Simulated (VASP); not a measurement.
TiNi:

```
Ni Ti
1.0
     3.01000    0.00000    0.00000
     0.00000    3.01000    0.00000
     0.00000    0.00000    3.01000
Ni Ti
1 1
Direct
  0.00000 0.00000 0.00000
  0.50000 0.50000 0.50000
```

* Program: VASP 6.6.1
* Task: relaxation of cell and atoms
* Functional: PBEsol
* Potentials or basis: VASP PAW PBE potentials, release 64 (Ni, Ti_sv)
* Cutoff: 600 eV
* k mesh: 16 × 16 × 16
* Occupations: methfessel-paxton, width 0.1 eV
* Spin: no spin polarisation

At the start: pressure -6.6 GPa; volume 13.64 Å³/atom.

Q: Where does the relaxation end?

A: Over 3 steps the energy falls by 11.8 meV/atom and the volume is 13.09 Å³/atom (-4.0 %); space group Pm-3m (No. 221, to 0.05 Å).

The path:
```
step  energy change (eV)  largest force (eV/Å)  pressure (GPa)  volume (Å³)
   1              0.0000                0.0000           -6.61        27.27
   2              0.0016                0.0000            7.96        25.11
   3             -0.0236                0.0000           -0.03        26.18
```

Final structure:
```
Ni Ti
1.0
     2.96913    0.00000    0.00000
     0.00000    2.96913    0.00000
     0.00000    0.00000    2.96913
Ni Ti
1 1
Direct
  0.00000 0.00000 0.00000
  0.50000 0.50000 0.50000
```

Caveat: the PAW data sets were made with another functional, which shifts forces and pressure a little.
